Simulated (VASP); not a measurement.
# CdC3 (P4/mmm) in VASP: further runs

The runs below take CdC3 through single point, relaxation of cell and atoms, with PBE.

Everything below comes from runs of VASP 6.6.1. Logs are shortened: lines on timing, memory, paths and dates and some standing lists are left out, and cuts for length are marked.

### Step 1. The cell of the first run

It takes space group P4/mmm (No. 123, tetragonal). Conventional cell: a = 3.556 Å, b = 3.556 Å, c = 3.520 Å, α = 90.00°, β = 90.00°, γ = 90.00°. Within 3.3 Å of Cd (site symmetry 4/mmm) lie 12 C at 2.50 to 2.51 Å. Within 3.3 Å of C (site symmetry mmm) lie 4 Cd at 2.50 Å and 8 C at 2.50 to 2.51 Å. C (site symmetry 4/mmm) has 8 C at 2.50 Å and 4 Cd at 2.51 Å within 3.3 Å.

### Step 2. Single point, PBE

INCAR

```
PREC     = Accurate       # precision mode
ENCUT    = 520            # plane-wave cutoff, eV
EDIFF    = 1E-7           # SCF threshold, eV
ISMEAR   = 0              # smearing method
SIGMA    = 0.1            # smearing width, eV
LREAL    = F              # projectors in reciprocal space
LASPH    = T              # aspherical terms in the spheres
NELM     = 100            # most SCF steps
ALGO     = Normal         # electronic algorithm
ISIF     = 2              # what is computed and relaxed
LWAVE    = F              # write WAVECAR
LCHARG   = F              # write CHGCAR
GGA      = PE             # functional
NBANDS   = 20             # bands
```

KPOINTS

```
regular mesh
0
Gamma
  6 6 6
```

POSCAR

```
CdC3
1.0
    3.5563891002      0.0000000000      0.0000000000
    0.0000000000      3.5563891002      0.0000000000
    0.0000000000      0.0000000000      3.5198343840
Cd C
1 3
Direct
    0.0000000000      0.0000000000      0.0000000000
    0.0000000000      0.5000000000      0.5000000000
    0.5000000000      0.0000000000      0.5000000000
    0.5000000000      0.5000000000      0.0000000000
```

Potentials or basis: VASP PAW PBE potentials, release 64 (Cd, C).

The run is started by

```sh
> cat potpaw_PBE.64/Cd/POTCAR potpaw_PBE.64/C/POTCAR > POTCAR
> mpirun -np 1 vasp_std > vasp.out
```

OUTCAR:

```text
PREC = Accurate
   ENCUT = 520
   EDIFF = 1E-7
   ISMEAR = 0
   LREAL = F
   LASPH = T
   NELM = 100
   ISIF = 2
   GGA = PE

 ion  position               nearest neighbor table
   1  0.000  0.000  0.000-   2 2.50   3 2.50   2 2.50   3 2.50   2 2.50   2 2.50   3 2.50   3 2.50
                             4 2.51   4 2.51   4 2.51   4 2.51
   2  0.000  0.500  0.500-   1 2.50   1 2.50   1 2.50   1 2.50
   3  0.500  0.000  0.500-   1 2.50   1 2.50   1 2.50   1 2.50
   4  0.500  0.500  0.000-   1 2.51   1 2.51   1 2.51   1 2.51

  LATTYP: Found a simple tetragonal cell.
 ALAT       =     3.5563891002
 C/A-ratio  =     0.9897213957

  Lattice vectors:

 A1 = (   3.5563891002,   0.0000000000,   0.0000000000)
 A2 = (   0.0000000000,   3.5563891002,   0.0000000000)
 A3 = (   0.0000000000,   0.0000000000,   3.5198343840)

Analysis of symmetry for initial positions (statically):
=====================================================================
 Subroutine PRICEL returns:
 Original cell was already a primitive cell.

 Routine SETGRP: Setting up the symmetry group for a
 simple tetragonal supercell.

 Subroutine GETGRP returns: Found 16 space group operations
 (whereof 16 operations were pure point group operations)
 out of a pool of 16 trial point group operations.

The static configuration has the point symmetry D_4h.

Analysis of symmetry for dynamics (positions and initial velocities):
=====================================================================
 Subroutine PRICEL returns:
 Original cell was already a primitive cell.

 Routine SETGRP: Setting up the symmetry group for a
 simple tetragonal supercell.

 Subroutine GETGRP returns: Found 16 space group operations
 (whereof 16 operations were pure point group operations)
 out of a pool of 16 trial point group operations.

The dynamic configuration has the point symmetry D_4h.

 Subroutine INISYM returns: Found 16 space group operations
 (whereof 16 operations are pure point group operations),
 and found     1 'primitive' translations

----------------------------------------------------------------------------------------

                                     Primitive cell

  volume of cell :      44.5185

  direct lattice vectors                    reciprocal lattice vectors
     3.556389100  0.000000000  0.000000000     0.281184081  0.000000000  0.000000000
     0.000000000  3.556389100  0.000000000     0.000000000  0.281184081  0.000000000
     0.000000000  0.000000000  3.519834384     0.000000000  0.000000000  0.284104276

  length of vectors
     3.556389100  3.556389100  3.519834384     0.281184081  0.281184081  0.284104276

  position of ions in fractional coordinates (direct lattice)
     0.000000000  0.000000000  0.000000000
     0.000000000  0.500000000  0.500000000
     0.500000000  0.000000000  0.500000000
     0.500000000  0.500000000  0.000000000

  ion indices of the primitive-cell ions
   primitive index   ion index
                 1           1
                 2           2
                 3           3
                 4           4

----------------------------------------------------------------------------------------

 KPOINTS: regular mesh

Automatic generation of k-mesh.
 Grid dimensions read from file:
 generate k-points for:    6    6    6

 Generating k-lattice:

  Cartesian coordinates                     Fractional coordinates (reciprocal lattice)
     0.046864013  0.000000000  0.000000000     0.166666667  0.000000000  0.000000000
     0.000000000  0.046864013  0.000000000     0.000000000  0.166666667  0.000000000
     0.000000000  0.000000000  0.047350713     0.000000000  0.000000000  0.166666667

  Length of vectors
     0.046864013  0.046864013  0.047350713

  Shift w.r.t. Gamma in fractional coordinates (k-lattice)
     0.000000000  0.000000000  0.000000000

 Subroutine IBZKPT returns following result:
 ===========================================

 Found     40 irreducible k-points:

 Following reciprocal coordinates:
            Coordinates               Weight
  0.000000  0.000000  0.000000      1.000000
  0.166667  0.000000  0.000000      4.000000
  0.333333  0.000000  0.000000      4.000000
  0.500000  0.000000  0.000000      2.000000
  0.166667  0.166667  0.000000      4.000000
  0.333333  0.166667  0.000000      8.000000
[... 16 lines left out ...]
  0.333333  0.000000  0.333333      8.000000
  0.500000  0.000000  0.333333      4.000000
 [... further k-points ...]
   k-points           NKPTS =     40   k-points in BZ     NKDIM =     40   number of bands    NBANDS=     20
   number of dos      NEDOS =    301   number of ions     NIONS =      4
   total plane-waves  NPLWV =  21952
   dimension x,y,z NGX =    28 NGY =   28 NGZ =   28
   dimension x,y,z NGXF=    56 NGYF=   56 NGZF=   56
   ions per type =               1   3
   NGX,Y,Z   is equivalent  to a cutoff of  13.09, 13.09, 13.22 a.u.
   NGXF,Y,Z  is equivalent  to a cutoff of  26.18, 26.18, 26.45 a.u.
 SYSTEM =  unknown system
   PREC   = accura    normal or accurate (medium, high low for compatibility)
   ISTART =      0    job   : 0-new  1-cont  2-samecut
   ICHARG =      2    charge: 1-file 2-atom 10-const
   ISPIN  =      1    spin polarized calculation?
   LNONCOLLINEAR =      F non collinear calculations
   LSORBIT =      F    spin-orbit coupling
   LASPH  =      T    aspherical Exc in radial PAW
   ENCUT  =  520.0 eV  38.22 Ry    6.18 a.u.   6.61  6.61  6.54*2*pi/ulx,y,z
   NELM   =    100;   NELMIN=  2; NELMDL= -5     # of ELM steps
   EDIFF  = 0.1E-06   stopping-criterion for ELM
   LREAL  =      F    real-space projection
   EDIFFG = 0.1E-05   stopping-criterion for IOM
   NSW    =      0    number of steps for IOM
   IBRION =     -1    ionic relax: 0-MD 1-quasi-New 2-CG
   NFREE  =      0    steps in history (QN), initial steepest desc. (CG)
   ISIF   =      2    stress and relaxation
   ISYM   =      2    0-nonsym 1-usesym 2-fastsym
   POTIM  = 0.5000    time-step for ionic-motion
   TEBEG  =    0.0;   TEEND  =   0.0 temperature during run
   PSTRESS=    0.0 pullay stress
   NELECT =      24.0000    total number of electrons
   NUPDOWN=      -1.0000    fix difference up-down
   EMIN   =  10.00;   EMAX   =-10.00  energy-range for DOS
   EFERMI =   0.00;   METHOD = LEGACY
   ISMEAR =     0;   SIGMA  =   0.10  broadening in eV -4-tet -1-fermi 0-gaus
   EFERMI_NEDOS =   21; number of points for ismear=-14 and -15
   IALGO  =     38    algorithm
   IMIX   =      4    mixing-type and parameters
     AMIX     =   0.40;   BMIX     =  1.00
     AMIX_MAG =   1.60;   BMIX_MAG =  1.00
  volume/ion in A,a.u.               =      11.13        75.11
  Fermi-wavevector in a.u.,A,eV,Ry     =   1.332391  2.517854 24.153953  1.775265
  Thomas-Fermi vector in A             =   2.461329
   LORBIT       =      0    0 simple, 1 ext, 2 COOP (PROOUT), +10 PAW based schemes
   GGA     = PE    functional components
   LHFCALC =     F    Hartree Fock is set to
   AEXX    =    0.0000 exact exchange contribution
   IVDW    =     0    specifies the selected vdW correction
   LEPSILON=     F    determine dielectric tensor
   LRPA    =     F    only Hartree local field effects (RPA)
 non-spin polarized calculation
 Gauss-broadening in eV      SIGMA  =   0.10
  energy-cutoff  :      520.00
  volume of cell :       44.52
 maximum number of plane-waves:      1215
 NGX is ok and might be reduce to    28
   NGX = 13   NGY = 13   NGZ = 13

 number of electron      23.9999994 magnetization

 Free energy of the ion-electron system (eV)
  ---------------------------------------------------
  ext. energy  EPLUGINS =         0.00000000
  ---------------------------------------------------
  free energy    TOTEN  =       -14.37093335 eV

  energy without entropy =      -14.35672728  energy(sigma->0) =      -14.36383031

 E-fermi :   4.4204     XC(G=0): -11.8359

 val. band max:        4.3654248675   @ k =   0.3333   0.0000   0.0000
 cond. band min:       4.4215346383   @ k =   0.3333   0.0000   0.5000
 fundamental gap:      0.0561097708
 Fermi energy:         4.4204493170

 k-point     1 :       0.0000    0.0000    0.0000
  band No.  band energies     occupation
      1     -10.0776      2.00000
      2      -5.2212      2.00000
      3      -5.1625      2.00000
      4      -3.8696      2.00000
      5      -3.8696      2.00000
      6      -3.8692      2.00000
[... 12 lines left out ...]
     19      17.0159      0.00000
     20      17.0935      0.00000

 k-point     2 :       0.1667    0.0000    0.0000
  band No.  band energies     occupation
      1      -9.8016      2.00000
      2      -5.3852      2.00000
      3      -5.0509      2.00000
      4      -4.0161      2.00000
      5      -4.0150      2.00000
      6      -3.8647      2.00000
[... 12 lines left out ...]
     19      16.1584      0.00000
     20      17.7021      0.00000

 k-point     3 :       0.3333    0.0000    0.0000
  band No.  band energies     occupation
      1      -9.0059      2.00000
      2      -6.2534      2.00000
      3      -4.7544      2.00000
      4      -4.2696      2.00000
      5      -4.2671      2.00000
      6      -3.8548      2.00000
[... 12 lines left out ...]
     19      14.4784      0.00000
     20      16.7951      0.00000

 k-point     4 :       0.5000    0.0000    0.0000
  band No.  band energies     occupation
      1      -8.0447      2.00000
      2      -7.3790      2.00000
      3      -4.5666      2.00000
      4      -4.3817      2.00000
      5      -4.3790      2.00000
      6      -3.8499      2.00000
[... 429 lines left out ...]
 k-point    23 :       0.3333    0.0000    0.3333
  band No.  band energies     occupation
      1      -8.0680      2.00000
      2      -5.6924      2.00000
      3      -5.5939      2.00000
      4      -4.3898      2.00000
      5      -4.2369      2.00000
      6      -4.1793      2.00000
[... 12 lines left out ...]
     19      14.3340      0.00000
     20      14.8359      0.00000

 k-point    24 :       0.5000    0.0000    0.3333
  band No.  band energies     occupation
      1      -7.4060      2.00000
      2      -6.3978      2.00000
      3      -5.3170      2.00000
      4      -4.4791      2.00000
      5      -4.2964      2.00000
      6      -4.1975      2.00000
[... 12 lines left out ...]
     19      13.6234      0.00000
     20      15.3537      0.00000

 [... further k-points ...]

------------------------ aborting loop because EDIFF is reached ----------------------------------------

  FORCE on cell =-STRESS in cart. coord.  units (eV):
  Direction    XX          YY          ZZ          XY          YZ          ZX
  --------------------------------------------------------------------------------------
  -------------------------------------------------------------------------------------
  Total        0.0048874      0.0048874     -0.0498480      0.0000000      0.0000000      0.0000000
  in kB        0.1758917      0.1758917     -1.7939811      0.0000000      0.0000000      0.0000000
  external PRESSURE =      -0.4807326 kB  Pullay stress =       0.0000000 kB

 VOLUME and BASIS-vectors are now :
 -----------------------------------------------------------------------------
  energy-cutoff  :      520.00
  volume of cell :       44.52
      direct lattice vectors                 reciprocal lattice vectors
     3.556389100  0.000000000  0.000000000     0.281184081  0.000000000  0.000000000
     0.000000000  3.556389100  0.000000000     0.000000000  0.281184081  0.000000000
     0.000000000  0.000000000  3.519834384     0.000000000  0.000000000  0.284104276

 POSITION                                       TOTAL-FORCE (eV/Angst)
 -----------------------------------------------------------------------------------
      0.00000      0.00000      0.00000         0.000000      0.000000      0.000000
      0.00000      1.77819      1.75992         0.000000      0.000000      0.000000
      1.77819      0.00000      1.75992         0.000000      0.000000      0.000000
      1.77819      1.77819      0.00000         0.000000      0.000000      0.000000
 -----------------------------------------------------------------------------------
    total drift:                               -0.000000      0.000000      0.000000

  FREE ENERGIE OF THE ION-ELECTRON SYSTEM (eV)
  ---------------------------------------------------
  free  energy   TOTEN  =       -14.3709333530 eV

  energy  without entropy=      -14.3567272762  energy(sigma->0) =      -14.36383031
```

Run time: 15 s. Hardware: 1 thread of Intel Xeon 6975P-C (Granite Rapids), shared host; peak memory 0.17 GiB.

What came out:

- Free energy: -14.3709 eV
- Pressure: 0.0 GPa
- Band gap on the k mesh: zero (bands 12 and 13 overlap by 2.09 eV)

Levels at points of the mesh, in eV from the Fermi level:
| k point | band 9 | band 10 | band 11 | band 12 | band 13 | band 14 | band 15 | band 16 |
| --- | --- | --- | --- | --- | --- | --- | --- | --- |
| (0.00, 0.00, 0.00) | -4.17 | -4.17 | -4.05 | 0.90 | 0.90 | 0.90 | 2.60 | 3.38 |
| (0.50, 0.00, 0.00) | -1.56 | -1.47 | -1.28 | -1.25 | -1.15 | 0.69 | 0.73 | 3.09 |
| (0.50, 0.50, 0.00) | -5.62 | -1.20 | -0.47 | -0.47 | -0.11 | 0.51 | 0.51 | 3.68 |
| (0.00, 0.00, 0.50) | -1.49 | -1.49 | -1.32 | -1.19 | -1.19 | 0.64 | 0.72 | 3.03 |
| (0.50, 0.00, 0.50) | -5.58 | -1.34 | -0.60 | -0.58 | -0.18 | 0.47 | 0.50 | 3.78 |
| (0.50, 0.50, 0.50) | -5.69 | -5.37 | -5.37 | -5.36 | 0.56 | 3.46 | 3.57 | 3.57 |

### Step 3. Single point, PBE

This run uses another cell than the first one, of 11.01 Å³/atom.

INCAR

```
SYSTEM = CdC3
  PREC = Accurate
  ENCUT = 520
  EDIFF = 1E-6
  ISMEAR = 0
  SIGMA = 0.1
  LREAL = .FALSE.
  LASPH = .TRUE.
  NELM = 100
  ALGO = Normal
  ISIF = 2
  LWAVE = .FALSE.
  LCHARG = .FALSE.
  GGA = PE
  NBANDS = 20
```

KPOINTS

```
Automatic mesh
0
G
  14 14 14
  0 0 0
```

POSCAR

```
CdC3
1.0
    3.5337909078      0.0000000000      0.0000000000
    0.0000000000      3.5337909078      0.0000000000
    0.0000000000      0.0000000000      3.5270661574
Cd C
1 3
Direct
    0.0000000000      0.0000000000      0.0000000000
    0.0000000000      0.5000000000      0.5000000000
    0.5000000000      0.0000000000      0.5000000000
    0.5000000000      0.5000000000      0.0000000000
```

Potentials or basis: VASP PAW PBE potentials, release 64 (Cd, C).

The run is started by

```sh
> cat potpaw_PBE.64/Cd/POTCAR potpaw_PBE.64/C/POTCAR > POTCAR
> mpirun -np 1 vasp_std > vasp.out
```

Run time: 90 s. Hardware: 1 thread of Intel Xeon 6975P-C (Granite Rapids), shared host; peak memory 0.33 GiB.

Results (log left out):

```
Free energy            : -14.3956 eV
Pressure               : 1.1 GPa
Band gap on the k mesh : zero (bands 12 and 13 overlap by 2.12 eV)
```

Levels at points of the mesh, in eV from the Fermi level:
| k point | band 10 | band 11 | band 12 | band 13 | band 14 | band 15 |
| --- | --- | --- | --- | --- | --- | --- |
| (0.00, 0.00, 0.00) | -4.15 | -4.13 | 0.95 | 0.95 | 0.95 | 2.69 |
| (0.50, 0.00, 0.00) | -1.47 | -1.22 | -1.19 | -1.17 | 0.73 | 0.78 |
| (0.50, 0.50, 0.00) | -1.23 | -0.49 | -0.49 | -0.12 | 0.55 | 0.55 |
| (0.00, 0.00, 0.50) | -1.47 | -1.22 | -1.18 | -1.18 | 0.72 | 0.77 |
| (0.50, 0.00, 0.50) | -1.25 | -0.51 | -0.51 | -0.13 | 0.54 | 0.54 |
| (0.50, 0.50, 0.50) | -5.39 | -5.39 | -5.39 | 0.62 | 3.60 | 3.62 |

### Step 4. Relaxation of cell and atoms, PBE

INCAR

```
ALGO = Normal
EDIFF = 1E-6
EDIFFG = -0.01
ENCUT = 600
GGA = PE
IBRION = 2
ISIF = 3
ISMEAR = 0
LASPH = T
LCHARG = F
LREAL = F
LWAVE = F
NELM = 60
NSW = 100
PREC = Accurate
SIGMA = 0.1
```

KPOINTS

```
k-points
0
Gamma
  14 14 14
```

POSCAR

```
CdC3
1.0
    3.5563891002      0.0000000000      0.0000000000
    0.0000000000      3.5563891002      0.0000000000
    0.0000000000      0.0000000000      3.5198343840
Cd C
1 3
Direct
    0.0000000000      0.0000000000      0.0000000000
    0.0000000000      0.5000000000      0.5000000000
    0.5000000000      0.0000000000      0.5000000000
    0.5000000000      0.5000000000      0.0000000000
```

The run is started by

```sh
> cat potpaw_PBE.64/Cd/POTCAR potpaw_PBE.64/C/POTCAR > POTCAR
> mpirun -np 1 vasp_std > vasp.out
```

Run time: 3.2 min. Hardware: 1 thread of Intel Xeon 6975P-C (Granite Rapids), shared host; peak memory 0.35 GiB.

It converged, with:

```
Free energy                           : -14.3973 eV
Relaxed volume                        : 11.09 Å³/atom
Relaxed cell                          : a = 3.551 Å, b = 3.551 Å, c = 3.519 Å, α = 90.00°, β = 90.00°, γ = 90.00°
Space group after relaxing (to 0.1 Å) : Pm-3m (No. 221)
Energy gained by relaxing             : 0.1 meV/atom
Ionic steps                           : 5
Pressure after relaxing               : 0.0 GPa
Band gap on the k mesh                : zero (bands 12 and 13 overlap by 2.10 eV)
```

Stress tensor (GPa, compression positive):
```
-0.05  0.00  0.00
 0.00 -0.05  0.00
 0.00  0.00  0.14
```

Step by step:
| step | energy change (eV) | largest force (eV/Å) | pressure (GPa) | volume (Å³) |
| --- | --- | --- | --- | --- |
| 1 | 0.0000 | 0.0000 | -0.42 | 44.52 |
| 2 | -0.0002 | 0.0000 | 0.09 | 44.33 |
| 3 | -0.0002 | 0.0000 | 0.05 | 44.36 |
| 4 | -0.0002 | 0.0000 | 0.02 | 44.37 |
| 5 | -0.0002 | 0.0000 | 0.01 | 44.37 |

Final structure:
```xyz
4
Lattice="3.5510 0.0000 0.0000 0.0000 3.5510 0.0000 0.0000 0.0000 3.5189" Properties=species:S:1:pos:R:3 pbc="T T T"
Cd    3.5510    0.0000    0.0000
C     3.5510    1.7755    1.7595
C     1.7755    0.0000    1.7595
C     1.7755    1.7755    3.5189
```

Levels at points of the mesh, in eV from the Fermi level:
```tsv
k point	band 10	band 11	band 12	band 13	band 14	band 15
(0.00, 0.00, 0.00)	-4.14	-4.03	0.94	0.94	0.95	2.66
(0.50, 0.00, 0.00)	-1.44	-1.23	-1.20	-1.12	0.73	0.78
(0.50, 0.50, 0.00)	-1.17	-0.44	-0.44	-0.08	0.56	0.56
(0.00, 0.00, 0.50)	-1.45	-1.27	-1.16	-1.16	0.69	0.76
(0.50, 0.00, 0.50)	-1.28	-0.55	-0.53	-0.13	0.51	0.54
(0.50, 0.50, 0.50)	-5.35	-5.35	-5.34	0.61	3.52	3.62
```

### Step 5. Summary

| task | cell | k mesh | cutoff (eV) | gap on the mesh (eV) | pressure (GPa) |
| --- | --- | --- | --- | --- | --- |
| single point | a = 3.556, b = 3.556, c = 3.520 Å, 4 atoms | 6 × 6 × 6 | 520 | none | 0.0 |
| single point | a = 3.534, b = 3.534, c = 3.527 Å, 4 atoms | 14 × 14 × 14 | 520 | none | 1.1 |
| relaxation of cell and atoms | relaxed from a = 3.556, b = 3.556, c = 3.520 Å, 4 atoms | 14 × 14 × 14 | 600 | none | 0.0 |

Alike in all rows: level PBE; potentials or basis VASP PAW PBE potentials, release 64 (Cd, C); no spin polarisation; smearing gaussian 0.1 eV.

Absolute energies hang on the potentials; compare differences alone.

The gap in the log of VASP goes by the Fermi energy; the results here count the filled bands.